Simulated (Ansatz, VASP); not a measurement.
# Two plane-wave programs on RbGa3Te2

```
Rb Ga Te
1.0
     5.09204    0.00000    0.00000
     0.00000    5.09204    0.00000
     0.00000    0.00000    8.57867
Rb Ga Te
1 3 2
Cartesian
  0.0000 0.0000 4.2893
  0.0000 2.5460 0.0000
  2.5460 0.0000 0.0000
  2.5460 2.5460 0.0000
  2.5460 2.5460 5.8458
  2.5460 2.5460 2.7329
```

Alike in both runs: functional PBE; k mesh 8 × 8 × 6; occupations gaussian, width 0.1 eV; no spin polarisation.

Ansatz relaxed the structure, and its values are those at the end. VASP's run is a single point on that final structure, the one shown.

|  | VASP | Ansatz |
| --- | --- | --- |
| version | VASP 6.6.1 | Ansatz 0.2.0 |
| potentials or method | VASP PAW PBE potentials, release 64 (Rb_sv, Ga_d, Te), cutoff 520 eV | scalar-relativistic, plane waves, PAW |
| valence electrons in the cell | 60 | 80 |

VASP gave:

- gap on the k mesh at the Fermi level (eV): none
- pressure (GPa): 0.1

Task: Which values does Ansatz return?

Result: gap on the k mesh at the Fermi level (eV): none; pressure (GPa): 0.0.

A gap of «none» marks a metal or a gap that the smearing closes. VASP's potentials hold 60 valence electrons a cell and Ansatz's 80, so a difference there can come from the potentials and not from the codes.

Spin-orbit coupling is off throughout.
